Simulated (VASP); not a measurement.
# LiPb2N3 (Cmmm) in VASP: single point with r2SCAN+rVV10

Aim: the single point of LiPb2N3 with r2SCAN+rVV10.

Everything below comes from runs of VASP 6.6.1. Logs are shortened: lines on timing, memory, paths and dates and some standing lists are left out, and cuts for length are marked.

**1. The cell of the first run**

It takes space group Cmmm (No. 65, orthorhombic). The conventional cell has a = 6.225 Å, b = 9.012 Å, c = 3.338 Å, α = 90.00°, β = 90.00°, γ = 90.00°. Li (site symmetry mmm) has 2 N at 1.80 Å within 2.4 Å. Pb (site symmetry 2/m) has 6 N at 2.33 to 2.74 Å and 4 Pb at 3.11 to 3.34 Å and 4 Li at 3.21 Å within 3.4 Å. Within 2.4 Å of N (site symmetry m2m) lie 1 Li at 1.80 Å and 4 Pb at 2.33 Å. Within 3.6 Å of N (site symmetry mmm) lie 4 Pb at 2.74 Å and 6 N at 3.18 to 3.34 Å and 4 Li at 3.53 Å.

**2. Single point, r2SCAN+rVV10**

Contents of POSCAR:

```
LiPb2N3
1.0
    3.1125562218     -4.5060733342      0.0000000000
    3.1125562218      4.5060733342      0.0000000000
    0.0000000000      0.0000000000      3.3380343501
Li Pb N
1 2 3
Direct
    0.0000000000      0.0000000000      0.0000000000
    0.5000000000      0.0000000000      0.5000000000
    0.0000000000      0.5000000000      0.5000000000
    0.8003287690      0.1996712310      0.0000000000
    0.1996712310      0.8003287690      0.0000000000
    0.5000000000      0.5000000000      0.5000000000
```

Contents of INCAR.step1:

```
SYSTEM = LiPb2N3
PREC = Accurate ; ENCUT = 520
ISMEAR = -1 ; SIGMA = 0.03
LREAL = .False. ; LASPH = .True.
NELM = 80 ; NBANDS = 32
GGA = PE ; ALGO = Normal
EDIFF = 1E-4 ; LWAVE = .True.
LCHARG = .False.
```

Contents of INCAR.step2:

```
SYSTEM = LiPb2N3
PREC = Accurate ; ENCUT = 520
EDIFF = 1E-6 ; ISMEAR = -1
SIGMA = 0.03 ; LREAL = .False.
LASPH = .True. ; NELM = 80
ALGO = Normal ; ISIF = 2
LWAVE = .False. ; LCHARG = .True.
METAGGA = R2SCAN ; LMIXTAU = .True.
LUSE_VDW = .True. ; IVDW_NL = 2
BPARAM = 11.95 ; CPARAM = 0.0093
LELF = .True. ; LVHAR = .True.
NBANDS = 32 ; ISTART = 1
```

Contents of KPOINTS:

```
Automatic mesh
0
Gamma
  6 6 8
  0 0 0
```

Potentials or basis: VASP PAW PBE potentials, release 64 (Li_sv, Pb_d, N).

Run with:

```
$ cat potpaw_PBE.64/Li_sv/POTCAR potpaw_PBE.64/Pb_d/POTCAR potpaw_PBE.64/N/POTCAR > POTCAR
$ cp INCAR.step1 INCAR
$ mpirun -np 1 vasp_std > vasp.out
$ cp INCAR.step2 INCAR
$ mpirun -np 1 vasp_std > vasp.out
```

OUTCAR:

```text
SYSTEM = LiPb2N3
   PREC = Accurate
   ENCUT = 520
   EDIFF = 1E-6
   ISMEAR = -1
   LREAL = .False.
   LASPH = .True.
   NELM = 80
   ISIF = 2
   METAGGA = R2SCAN
   IVDW_NL = 2
   BPARAM = 11.95
   ISTART = 1

 ion  position               nearest neighbor table
   1  0.000  0.000  0.000-   4 1.80   5 1.80   2 3.21   3 3.21   2 3.21   3 3.21   3 3.21   3 3.21
                             2 3.21   2 3.21
   2  0.500  0.000  0.500-   5 2.33   5 2.33   4 2.33   4 2.33   6 2.74   6 2.74   3 3.11   3 3.11
                             1 3.21   1 3.21   1 3.21   1 3.21
   3  0.000  0.500  0.500-   4 2.33   4 2.33   5 2.33   5 2.33   6 2.74   6 2.74   2 3.11   2 3.11
                             1 3.21   1 3.21   1 3.21   1 3.21
   4  0.800  0.200  0.000-   1 1.80   3 2.33   3 2.33   2 2.33   2 2.33
   5  0.200  0.800  0.000-   1 1.80   2 2.33   2 2.33   3 2.33   3 2.33
   6  0.500  0.500  0.500-   2 2.74   3 2.74   2 2.74   3 2.74

  LATTYP: Found a base centered orthorhombic cell.
 ALAT       =     6.2251124436
 B/A-ratio  =     1.4477082543
 C/A-ratio  =     0.5362207318

  Lattice vectors:

 A1 = (   3.1125562218,  -4.5060733342,   0.0000000000)
 A2 = (   3.1125562218,   4.5060733342,   0.0000000000)
 A3 = (   0.0000000000,   0.0000000000,   3.3380343501)

Analysis of symmetry for initial positions (statically):
=====================================================================
 Subroutine PRICEL returns:
 Original cell was already a primitive cell.

 Routine SETGRP: Setting up the symmetry group for a
 base centered orthorhombic supercell.

 Subroutine GETGRP returns: Found  8 space group operations
 (whereof  8 operations were pure point group operations)
 out of a pool of  8 trial point group operations.

The static configuration has the point symmetry D_2h.

Analysis of symmetry for dynamics (positions and initial velocities):
=====================================================================
 Subroutine PRICEL returns:
 Original cell was already a primitive cell.

 Routine SETGRP: Setting up the symmetry group for a
 base centered orthorhombic supercell.

 Subroutine GETGRP returns: Found  8 space group operations
 (whereof  8 operations were pure point group operations)
 out of a pool of  8 trial point group operations.

The dynamic configuration has the point symmetry D_2h.

 Subroutine INISYM returns: Found  8 space group operations
 (whereof  8 operations are pure point group operations),
 and found     1 'primitive' translations

----------------------------------------------------------------------------------------

                                     Primitive cell
[... 100 lines left out ...]
   LREAL  =      F    real-space projection
   EDIFFG = 0.1E-04   stopping-criterion for IOM
   NSW    =      0    number of steps for IOM
   IBRION =     -1    ionic relax: 0-MD 1-quasi-New 2-CG
   NFREE  =      0    steps in history (QN), initial steepest desc. (CG)
   ISIF   =      2    stress and relaxation
   ISYM   =      2    0-nonsym 1-usesym 2-fastsym
   POTIM  = 0.5000    time-step for ionic-motion
   TEBEG  =    0.0;   TEEND  =   0.0 temperature during run
   PSTRESS=    0.0 pullay stress
   NELECT =      46.0000    total number of electrons
   NUPDOWN=      -1.0000    fix difference up-down
   EMIN   =  10.00;   EMAX   =-10.00  energy-range for DOS
   EFERMI =   0.00;   METHOD = LEGACY
   ISMEAR =    -1;   SIGMA  =   0.03  broadening in eV -4-tet -1-fermi 0-gaus
   EFERMI_NEDOS =   21; number of points for ismear=-14 and -15
   IALGO  =     38    algorithm
   IMIX   =      4    mixing-type and parameters
     AMIX     =   0.40;   BMIX     =  1.00
     AMIX_MAG =   1.60;   BMIX_MAG =  1.00
  volume/ion in A,a.u.               =      15.61       105.31
  Fermi-wavevector in a.u.,A,eV,Ry     =   1.291761  2.441074 22.703298  1.668645
  Thomas-Fermi vector in A             =   2.423511
   LORBIT       =      0    0 simple, 1 ext, 2 COOP (PROOUT), +10 PAW based schemes
   METAGGA = R2SCAN    functional components
   LHFCALC =     F    Hartree Fock is set to
   AEXX    =    0.0000 exact exchange contribution
   IVDW_NL    =     2    kernel type
   BPARAM     =11.9500
   IVDW    =     0    specifies the selected vdW correction
   LEPSILON=     F    determine dielectric tensor
   LRPA    =     F    only Hartree local field effects (RPA)
 non-spin polarized calculation
  energy-cutoff  :      520.00
  volume of cell :       93.63
 maximum number of plane-waves:      2544
 NGX is ok and might be reduce to    42
   NGX = 21   NGY = 21   NGZ = 13

 number of electron      45.9999991 magnetization

 Free energy of the ion-electron system (eV)
  ---------------------------------------------------
  ext. energy  EPLUGINS =         0.00000000
  ---------------------------------------------------
  free energy    TOTEN  =      -134.37066137 eV

  energy without entropy =     -134.36503199  energy(sigma->0) =     -134.36784668

 E-fermi :   5.0954     XC(G=0): -10.8972

 val. band max:        5.0900814131   @ k =  -0.3333   0.3333   0.2500
 cond. band min:       5.1260783836   @ k =   0.5000   0.1667   0.0000
 fundamental gap:      0.0359969705
 Fermi energy:         5.0953948636

 k-point     1 :       0.0000    0.0000    0.0000
  band No.  band energies     occupation
      1     -40.8666      2.00000
      2     -12.9798      2.00000
      3     -12.3964      2.00000
      4     -12.2338      2.00000
      5     -12.2057      2.00000
      6     -12.1915      2.00000
[... 829 lines left out ...]
     31      14.0594      0.00000
     32      14.4910      0.00000

 [... further k-points ...]
[... 5 lines left out ...]
  --------------------------------------------------------------------------------------
  -------------------------------------------------------------------------------------
  Total        0.3579064      0.5038622      0.3439409     -0.0000000      0.0000000      0.0000000
  in kB        6.1241206      8.6215651      5.8851589     -0.0000000      0.0000000      0.0000000
  external PRESSURE =       6.8769482 kB  Pullay stress =       0.0000000 kB

 VOLUME and BASIS-vectors are now :
 -----------------------------------------------------------------------------
  energy-cutoff  :      520.00
  volume of cell :       93.63
      direct lattice vectors                 reciprocal lattice vectors
     3.112556222 -4.506073334  0.000000000     0.160639669 -0.110961354  0.000000000
     3.112556222  4.506073334  0.000000000     0.160639669  0.110961354  0.000000000
     0.000000000  0.000000000  3.338034350     0.000000000  0.000000000  0.299577504

 POSITION                                       TOTAL-FORCE (eV/Angst)
 -----------------------------------------------------------------------------------
      0.00000      0.00000      0.00000         0.000000     -0.000000      0.000000
      1.55628     -2.25304      1.66902        -0.000000     -0.000000      0.000000
      1.55628      2.25304      1.66902        -0.000000     -0.000000      0.000000
      3.11256     -2.70661      0.00000         0.000000      0.108940     -0.000000
      3.11256      2.70661      0.00000         0.000000     -0.108940      0.000000
      3.11256      0.00000      1.66902         0.000000     -0.000000      0.000000
 -----------------------------------------------------------------------------------
    total drift:                               -0.000000     -0.000000     -0.000000

  FREE ENERGIE OF THE ION-ELECTRON SYSTEM (eV)
  ---------------------------------------------------
  free  energy   TOTEN  =      -134.3706613707 eV

  energy  without entropy=     -134.3650319887  energy(sigma->0) =     -134.36784668
```

OSZICAR.step1:

```text
N       E                     dE             d eps       ncg     rms          rms(c)
DAV:   1     0.519373265249E+03    0.51937E+03   -0.21574E+04  4160   0.167E+03
DAV:   2     0.360552780435E+02   -0.48332E+03   -0.45573E+03  4424   0.452E+02
DAV:   3    -0.285834607947E+02   -0.64639E+02   -0.62143E+02  5608   0.177E+02
DAV:   4    -0.321201010287E+02   -0.35366E+01   -0.35139E+01  6416   0.416E+01
DAV:   5    -0.323156486775E+02   -0.19555E+00   -0.19540E+00  6536   0.733E+00    0.123E+01
DAV:   6    -0.271983543125E+02    0.51173E+01   -0.18240E+01  6872   0.474E+01    0.589E+00
DAV:   7    -0.274798633352E+02   -0.28151E+00   -0.96052E+00  5112   0.129E+01    0.565E+00
DAV:   8    -0.269763778424E+02    0.50349E+00   -0.13599E+00  5512   0.559E+00    0.231E+00
DAV:   9    -0.269601110226E+02    0.16267E-01   -0.28468E-01  5120   0.337E+00    0.842E-01
DAV:  10    -0.269476582668E+02    0.12453E-01   -0.40799E-02  6544   0.149E+00    0.271E-01
DAV:  11    -0.269479995972E+02   -0.34133E-03   -0.93505E-03  5224   0.471E-01    0.141E-01
DAV:  12    -0.269482798060E+02   -0.28021E-03   -0.13002E-03  5224   0.308E-01    0.283E-02
DAV:  13    -0.269482871275E+02   -0.73216E-05   -0.10483E-04  3480   0.122E-01
   1 F= -.26948287E+02 E0= -.26945019E+02  d E =-.653708E-02
```

Run time: 8.1 min. Hardware: 1 thread of Intel Xeon 6975P-C (Granite Rapids), shared host; peak memory 0.52 GiB.

What came out:

| Property | Result |
| --- | --- |
| Free energy | -134.3707 eV |
| Largest force | 0.109 eV/Å |
| Band gap on the k mesh | zero (bands 23 and 24 overlap by 1.30 eV) |

Forces in eV/Å, atoms in the order of the input:
```
Li   0.000  0.000  0.000
Pb   0.000  0.000  0.000
Pb   0.000  0.000  0.000
N    0.000  0.109  0.000
N    0.000 -0.109  0.000
N    0.000  0.000  0.000
```

Caveat: the cutoff is under 1.25 times the usual one of these potentials, so pressure, stress and relaxed cells hold a basis-set (Pulay) error; the PAW data sets were made with another functional, which shifts forces and pressure a little; spin-orbit coupling is left out, which moves the levels of the heavy elements.

The gap in the log of VASP goes by the Fermi energy; the results here count the filled bands.